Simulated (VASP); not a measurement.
# Te (Pm-3m) in VASP: a series of runs

The runs below take Te through single point, with PBE.

All numbers are computed with VASP 6.6.1; they aren't measurements. Logs are shortened: lines on timing, memory, paths and dates and some standing lists are left out, and cuts for length are marked.

## 1. The cell of the first run

Symmetry: Pm-3m, No. 221, cubic system. Conventional cell: a = 3.068 Å, b = 3.068 Å, c = 3.068 Å, α = 90.00°, β = 90.00°, γ = 90.00°. Within 4.0 Å of Te (site symmetry m-3m) lie 6 Te at 3.07 Å.

This isn't the form of Te at room conditions, which is trigonal, of chains.

## 2. Single point, PBE (28.89 Å³/atom)

Contents of INCAR:

```
SYSTEM = Te
PREC     = Accurate       ! precision mode
ENCUT    = 520            ! plane-wave cutoff, eV
EDIFF    = 1E-6           ! SCF threshold, eV
ISMEAR   = -1             ! smearing method
SIGMA    = 0.1            ! smearing width, eV
LREAL    = .FALSE.        ! projectors in reciprocal space
LASPH    = .TRUE.         ! aspherical terms in the spheres
NELM     = 60             ! most SCF steps
ALGO     = Normal         ! electronic algorithm
ISIF     = 2              ! what is computed and relaxed
LWAVE    = .FALSE.        ! write WAVECAR
LCHARG   = .FALSE.        ! write CHGCAR
GGA      = PE             ! functional
NBANDS   = 9              ! bands
```

Contents of KPOINTS:

```
regular mesh
0
G
  11 11 11
  0 0 0
```

Contents of POSCAR:

```
Te
1.0
    3.0684542225      0.0000000000      0.0000000000
    0.0000000000      3.0684542225      0.0000000000
    0.0000000000      0.0000000000      3.0684542225
Te
1
Direct
    0.0000000000      0.0000000000      0.0000000000
```

Potentials or basis: VASP PAW PBE potentials, release 64 (Te).

Command:

```console
$ cat potpaw_PBE.64/Te/POTCAR > POTCAR
$ mpirun -np 1 vasp_std > vasp.out
```

OUTCAR:

```text
SYSTEM = Te
   PREC = Accurate
   ENCUT = 520
   EDIFF = 1E-6
   ISMEAR = -1
   LREAL = .FALSE.
   LASPH = .TRUE.
   NELM = 60
   ISIF = 2
   GGA = PE

 ion  position               nearest neighbor table
   1  0.000  0.000  0.000-

  LATTYP: Found a simple cubic cell.
 ALAT       =     3.0684542225

  Lattice vectors:

 A1 = (   3.0684542225,   0.0000000000,   0.0000000000)
 A2 = (   0.0000000000,   3.0684542225,   0.0000000000)
 A3 = (   0.0000000000,   0.0000000000,   3.0684542225)

Analysis of symmetry for initial positions (statically):
=====================================================================
 Subroutine PRICEL returns:
 Original cell was already a primitive cell.

 Routine SETGRP: Setting up the symmetry group for a
 simple cubic supercell.

 Subroutine GETGRP returns: Found 48 space group operations
 (whereof 48 operations were pure point group operations)
 out of a pool of 48 trial point group operations.

The static configuration has the point symmetry O_h .

Analysis of symmetry for dynamics (positions and initial velocities):
=====================================================================
 Subroutine PRICEL returns:
 Original cell was already a primitive cell.

 Routine SETGRP: Setting up the symmetry group for a
 simple cubic supercell.

 Subroutine GETGRP returns: Found 48 space group operations
 (whereof 48 operations were pure point group operations)
 out of a pool of 48 trial point group operations.

The dynamic configuration has the point symmetry O_h .

 Subroutine INISYM returns: Found 48 space group operations
 (whereof 48 operations are pure point group operations),
 and found     1 'primitive' translations

----------------------------------------------------------------------------------------

                                     Primitive cell

  volume of cell :      28.8908

  direct lattice vectors                    reciprocal lattice vectors
     3.068454223  0.000000000  0.000000000     0.325896992  0.000000000  0.000000000
     0.000000000  3.068454223  0.000000000     0.000000000  0.325896992  0.000000000
     0.000000000  0.000000000  3.068454223     0.000000000  0.000000000  0.325896992

  length of vectors
     3.068454223  3.068454223  3.068454223     0.325896992  0.325896992  0.325896992

  position of ions in fractional coordinates (direct lattice)
     0.000000000  0.000000000  0.000000000

  ion indices of the primitive-cell ions
   primitive index   ion index
                 1           1

----------------------------------------------------------------------------------------

 KPOINTS: regular mesh

Automatic generation of k-mesh.
 Grid dimensions read from file:
 generate k-points for:   11   11   11

 Generating k-lattice:

  Cartesian coordinates                     Fractional coordinates (reciprocal lattice)
     0.029626999  0.000000000  0.000000000     0.090909091  0.000000000  0.000000000
     0.000000000  0.029626999  0.000000000     0.000000000  0.090909091  0.000000000
     0.000000000  0.000000000  0.029626999     0.000000000  0.000000000  0.090909091

  Length of vectors
     0.029626999  0.029626999  0.029626999

  Shift w.r.t. Gamma in fractional coordinates (k-lattice)
     0.000000000  0.000000000  0.000000000

 Subroutine IBZKPT returns following result:
 ===========================================

 Found     56 irreducible k-points:

 Following reciprocal coordinates:
            Coordinates               Weight
  0.000000  0.000000  0.000000      1.000000
  0.090909  0.000000  0.000000      6.000000
  0.181818  0.000000  0.000000      6.000000
  0.272727  0.000000  0.000000      6.000000
  0.363636  0.000000  0.000000      6.000000
  0.454545  0.000000  0.000000      6.000000
[... 16 lines left out ...]
  0.181818  0.090909  0.090909     24.000000
  0.272727  0.090909  0.090909     24.000000
 [... further k-points ...]
   k-points           NKPTS =     56   k-points in BZ     NKDIM =     56   number of bands    NBANDS=      9
   number of dos      NEDOS =    301   number of ions     NIONS =      1
   total plane-waves  NPLWV =  13824
   dimension x,y,z NGX =    24 NGY =   24 NGZ =   24
   dimension x,y,z NGXF=    48 NGYF=   48 NGZF=   48
   ions per type =               1
   NGX,Y,Z   is equivalent  to a cutoff of  13.00, 13.00, 13.00 a.u.
   NGXF,Y,Z  is equivalent  to a cutoff of  26.01, 26.01, 26.01 a.u.
 SYSTEM =  Te
   PREC   = accura    normal or accurate (medium, high low for compatibility)
   ISTART =      0    job   : 0-new  1-cont  2-samecut
   ICHARG =      2    charge: 1-file 2-atom 10-const
   ISPIN  =      1    spin polarized calculation?
   LNONCOLLINEAR =      F non collinear calculations
   LSORBIT =      F    spin-orbit coupling
   LASPH  =      T    aspherical Exc in radial PAW
   ENCUT  =  520.0 eV  38.22 Ry    6.18 a.u.   5.71  5.71  5.71*2*pi/ulx,y,z
   NELM   =     60;   NELMIN=  2; NELMDL= -5     # of ELM steps
   EDIFF  = 0.1E-05   stopping-criterion for ELM
   LREAL  =      F    real-space projection
   EDIFFG = 0.1E-04   stopping-criterion for IOM
   NSW    =      0    number of steps for IOM
   IBRION =     -1    ionic relax: 0-MD 1-quasi-New 2-CG
   NFREE  =      0    steps in history (QN), initial steepest desc. (CG)
   ISIF   =      2    stress and relaxation
   ISYM   =      2    0-nonsym 1-usesym 2-fastsym
   POTIM  = 0.5000    time-step for ionic-motion
   TEBEG  =    0.0;   TEEND  =   0.0 temperature during run
   PSTRESS=    0.0 pullay stress
   NELECT =       6.0000    total number of electrons
   NUPDOWN=      -1.0000    fix difference up-down
   EMIN   =  10.00;   EMAX   =-10.00  energy-range for DOS
   EFERMI =   0.00;   METHOD = LEGACY
   ISMEAR =    -1;   SIGMA  =   0.10  broadening in eV -4-tet -1-fermi 0-gaus
   EFERMI_NEDOS =   21; number of points for ismear=-14 and -15
   IALGO  =     38    algorithm
   IMIX   =      4    mixing-type and parameters
     AMIX     =   0.40;   BMIX     =  1.00
     AMIX_MAG =   1.60;   BMIX_MAG =  1.00
  volume/ion in A,a.u.               =      28.89       194.96
  Fermi-wavevector in a.u.,A,eV,Ry     =   0.969480  1.832052 12.788004  0.939892
  Thomas-Fermi vector in A             =   2.099536
   LORBIT       =      0    0 simple, 1 ext, 2 COOP (PROOUT), +10 PAW based schemes
   GGA     = PE    functional components
   LHFCALC =     F    Hartree Fock is set to
   AEXX    =    0.0000 exact exchange contribution
   IVDW    =     0    specifies the selected vdW correction
   LEPSILON=     F    determine dielectric tensor
   LRPA    =     F    only Hartree local field effects (RPA)
 non-spin polarized calculation
  energy-cutoff  :      520.00
  volume of cell :       28.89
 maximum number of plane-waves:       792
 NGX is ok and might be reduce to    24
   NGX = 11   NGY = 11   NGZ = 11

 number of electron       6.0000000 magnetization

 Free energy of the ion-electron system (eV)
  ---------------------------------------------------
  ext. energy  EPLUGINS =         0.00000000
  ---------------------------------------------------
  free energy    TOTEN  =        -3.01846010 eV

  energy without entropy =       -3.00207089  energy(sigma->0) =       -3.01026550

 E-fermi :   8.1694     XC(G=0):  -9.8236

 val. band max:        8.0958573347   @ k =   0.4545   0.1818   0.1818
 cond. band min:       8.1983476892   @ k =   0.3636   0.1818   0.1818
 fundamental gap:      0.1024903544
 Fermi energy:         8.1694234115

 k-point     1 :       0.0000    0.0000    0.0000
  band No.  band energies     occupation
      1      -6.4702      2.00000
      2       9.4843      0.00000
      3       9.4843      0.00000
      4       9.4843      0.00000
      5      14.0402      0.00000
      6      14.0402      0.00000
      7      15.1673      0.00000
      8      26.4721      0.00000
      9      26.4726      0.00000

 k-point     2 :       0.0909    0.0000    0.0000
  band No.  band energies     occupation
      1      -6.3568      2.00000
      2       8.2357      0.68025
      3       9.5897      0.00000
      4       9.5897      0.00000
      5      14.1380      0.00000
      6      14.6993      0.00000
      7      16.0651      0.00000
      8      24.7207      0.00000
      9      24.7216      0.00000

 k-point     3 :       0.1818    0.0000    0.0000
  band No.  band energies     occupation
      1      -6.0251      2.00000
      2       6.0930      2.00000
      3       9.8905      0.00000
      4       9.8905      0.00000
      5      14.4270      0.00000
      6      15.1749      0.00000
      7      18.6226      0.00000
      8      22.8149      0.00000
      9      22.8149      0.00000

 k-point     4 :       0.2727    0.0000    0.0000
  band No.  band energies     occupation
      1      -5.5082      2.00000
      2       4.0395      2.00000
      3      10.3340      0.00000
      4      10.3340      0.00000
      5      14.8889      0.00000
      6      15.7568      0.00000
      7      21.0359      0.00000
      8      21.1328      0.00000
      9      21.1328      0.00000
[... 205 lines left out ...]
 k-point    22 :       0.0909    0.0909    0.0909
  band No.  band energies     occupation
      1      -6.1299      2.00000
      2       8.3832      0.21096
      3       8.3832      0.21096
      4       8.5915      0.02896
      5      15.7365      0.00000
      6      15.7365      0.00000
      7      16.6603      0.00000
      8      23.0004      0.00000
      9      23.0004      0.00000

 k-point    23 :       0.1818    0.0909    0.0909
  band No.  band energies     occupation
      1      -5.7978      2.00000
      2       6.3059      2.00000
      3       8.6846      0.01151
      4       8.8479      0.00226
      5      16.0158      0.00000
      6      16.5374      0.00000
      7      18.6268      0.00000
      8      20.9921      0.00000
      9      21.5749      0.00000

 k-point    24 :       0.2727    0.0909    0.0909
  band No.  band energies     occupation
      1      -5.2803      2.00000
      2       4.2552      2.00000
      3       9.1341      0.00013
      4       9.3263      0.00002
      5      16.4462      0.00000
      6      16.8122      0.00000
      7      19.2432      0.00000
      8      19.3526      0.00000
      9      22.2667      0.00000

 [... further k-points ...]
[... 5 lines left out ...]
  --------------------------------------------------------------------------------------
  -------------------------------------------------------------------------------------
  Total        1.5624793      1.5624793      1.5624793     -0.0000000     -0.0000000      0.0000000
  in kB       86.6494718     86.6494718     86.6494718     -0.0000000     -0.0000000      0.0000000
  external PRESSURE =      86.6494718 kB  Pullay stress =       0.0000000 kB

 VOLUME and BASIS-vectors are now :
 -----------------------------------------------------------------------------
  energy-cutoff  :      520.00
  volume of cell :       28.89
      direct lattice vectors                 reciprocal lattice vectors
     3.068454223  0.000000000  0.000000000     0.325896992  0.000000000  0.000000000
     0.000000000  3.068454223  0.000000000     0.000000000  0.325896992  0.000000000
     0.000000000  0.000000000  3.068454223     0.000000000  0.000000000  0.325896992

 POSITION                                       TOTAL-FORCE (eV/Angst)
 -----------------------------------------------------------------------------------
      0.00000      0.00000      0.00000         0.000000      0.000000      0.000000
 -----------------------------------------------------------------------------------
    total drift:                               -0.000000      0.000000      0.000000

  FREE ENERGIE OF THE ION-ELECTRON SYSTEM (eV)
  ---------------------------------------------------
  free  energy   TOTEN  =        -3.0184601046 eV

  energy  without entropy=       -3.0020708907  energy(sigma->0) =       -3.01026550
```

It took 6.8 s on 1 thread of Intel Xeon Platinum 8375C at 2.90GHz (Ice Lake), shared host; peak memory 0.11 GiB.

Results:

| Property | Result |
| --- | --- |
| Free energy | -3.0185 eV |
| Pressure | 8.7 GPa |
| Band gap on the k mesh | zero (bands 3 and 4 overlap by 6.26 eV) |

Caveat: the cell stands under pressure; spin-orbit coupling is left out, which moves the levels of the heavy elements.

## 3. Single point, PBE (30.20 Å³/atom)

This run uses another cell than the first one, of 30.20 Å³/atom.

Contents of INCAR:

```
SYSTEM = Te
  PREC = Accurate
  ENCUT = 520
  EDIFF = 1E-6
  ISMEAR = -1
  SIGMA = 0.1
  LREAL = .FALSE.
  LASPH = .TRUE.
  NELM = 100
  ALGO = Normal
  ISIF = 2
  LWAVE = .FALSE.
  LCHARG = .TRUE.
  GGA = PE
  LELF = .TRUE.
  LVHAR = .TRUE.
  NBANDS = 9
```

KPOINTS is that of step 2.

Contents of POSCAR:

```
Te
1.0
    3.1142587997      0.0000000000      0.0000000000
    0.0000000000      3.1142587997      0.0000000000
    0.0000000000      0.0000000000      3.1142587997
Te
1
Direct
    0.0000000000      0.0000000000      0.0000000000
```

Potentials or basis: VASP PAW PBE potentials, release 64 (Te).

Command:

```console
$ cat potpaw_PBE.64/Te/POTCAR > POTCAR
$ mpirun -np 1 vasp_std > vasp.out
```

Run time: 7 s. Hardware: 1 thread of Intel Xeon Platinum 8375C at 2.90GHz (Ice Lake), shared host; peak memory 0.11 GiB.

Results (log left out):

```
Free energy            : -3.0740 eV
Pressure               : 5.0 GPa
Band gap on the k mesh : zero (bands 3 and 4 overlap by 5.94 eV)
```

Levels at points of the mesh, in eV from the Fermi level:
```tsv
k point	band 1	band 2	band 3	band 4	band 5	band 6	band 7	band 8
(0.00, 0.00, 0.00)	-14.25	1.27	1.27	1.27	5.93	5.93	6.81	17.98
```

Caveat: the cell stands under pressure; spin-orbit coupling is left out, which moves the levels of the heavy elements.

## 4. Single point, PBE (31.52 Å³/atom)

This run uses another cell than the first one, of 31.52 Å³/atom.

Contents of INCAR:

```
SYSTEM = Te
PREC = Accurate
ENCUT = 520
EDIFF = 1E-7
ISMEAR = -1
SIGMA = 0.1
LREAL = .FALSE.
LASPH = .TRUE.
NELM = 80
ALGO = Normal
ISIF = 2
LWAVE = .FALSE.
LCHARG = .FALSE.
GGA = PE
NBANDS = 9
```

Contents of KPOINTS:

```
Automatic mesh
0
G
  11 11 11
  0 0 0
```

Contents of POSCAR:

```
Te
1.0
    3.1587542227      0.0000000000      0.0000000000
    0.0000000000      3.1587542227      0.0000000000
    0.0000000000      0.0000000000      3.1587542227
Te
1
Direct
    0.0000000000      0.0000000000      0.0000000000
```

Command:

```console
$ cat potpaw_PBE.64/Te/POTCAR > POTCAR
$ mpirun -np 1 vasp_std > vasp.out
```

It took 7.3 s on 1 thread of Intel Xeon Platinum 8375C at 2.90GHz (Ice Lake), shared host; peak memory 0.12 GiB.

The run converged. Its results:

- Free energy: -3.1032 eV
- Pressure: 2.2 GPa
- Band gap on the k mesh: zero (bands 3 and 4 overlap by 5.64 eV)

Levels at points of the mesh, in eV from the Fermi level:
| k point | band 1 | band 2 | band 3 | band 4 | band 5 | band 6 |
| --- | --- | --- | --- | --- | --- | --- |
| (0.00, 0.00, 0.00) | -13.89 | 1.23 | 1.23 | 1.23 | 5.99 | 5.99 |

Caveat: spin-orbit coupling is left out, which moves the levels of the heavy elements.

## 5. Single point, PBE

This run uses another cell than the first one, of 32.83 Å³/atom.

Contents of INCAR:

```
SYSTEM = Te
ALGO = Normal ; EDIFF = 1E-7
ENCUT = 520 ; GGA = PE
ISIF = 2 ; ISMEAR = -1
LASPH = .True. ; LCHARG = .False.
LREAL = .False. ; LWAVE = .False.
NBANDS = 9 ; NELM = 60
PREC = Accurate ; SIGMA = 0.1
```

Contents of KPOINTS:

```
k-points
0
Gamma
  10 10 10
  0 0 0
```

Contents of POSCAR:

```
Te
1.0
    3.2020302061      0.0000000000      0.0000000000
    0.0000000000      3.2020302061      0.0000000000
    0.0000000000      0.0000000000      3.2020302061
Te
1
Direct
    0.0000000000      0.0000000000      0.0000000000
```

Command:

```console
$ cat potpaw_PBE.64/Te/POTCAR > POTCAR
$ mpirun -np 1 vasp_std > vasp.out
```

Wall time 7.1 s (1 thread of Intel Xeon Platinum 8375C at 2.90GHz (Ice Lake), shared host); peak memory 0.12 GiB.

Results (log left out):

- Free energy: -3.1136 eV
- Pressure: 0.0 GPa
- Band gap on the k mesh: zero (bands 3 and 4 overlap by 5.48 eV)

Levels at points of the mesh, in eV from the Fermi level:
| k point | band 1 | band 2 | band 3 | band 4 | band 5 | band 6 | band 7 | band 8 |
| --- | --- | --- | --- | --- | --- | --- | --- | --- |
| (0.00, 0.00, 0.00) | -13.61 | 1.14 | 1.14 | 1.14 | 6.01 | 6.01 | 6.44 | 17.35 |
| (0.50, 0.00, 0.00) | -11.91 | -5.96 | 2.49 | 2.49 | 7.78 | 9.34 | 9.68 | 10.57 |
| (0.50, 0.50, 0.00) | -10.17 | -4.41 | -4.41 | 2.16 | 3.78 | 10.76 | 12.33 | 12.33 |
| (0.50, 0.50, 0.50) | -8.34 | -2.99 | -2.99 | -2.99 | 4.43 | 4.43 | 4.43 | 7.19 |

Caveat: spin-orbit coupling is left out, which moves the levels of the heavy elements.

## 6. Overview

```tsv
cell	k mesh	gap on the mesh (eV)	pressure (GPa)
a = 3.068 Å, 1 atom	11 × 11 × 11	none	8.7
a = 3.114 Å, 1 atom	11 × 11 × 11	none	5.0
a = 3.159 Å, 1 atom	11 × 11 × 11	none	2.2
a = 3.202 Å, 1 atom	10 × 10 × 10	none	0.0
```

Alike in all rows: task single point; level PBE; potentials or basis VASP PAW PBE potentials, release 64 (Te); no spin polarisation; cutoff (eV) 520; smearing fermi-dirac 0.1 eV.

Caveats: spin-orbit coupling is left out, which moves the levels of the heavy elements; the cell stands under pressure (at least some runs).

Absolute energies hang on the potentials; compare differences alone.
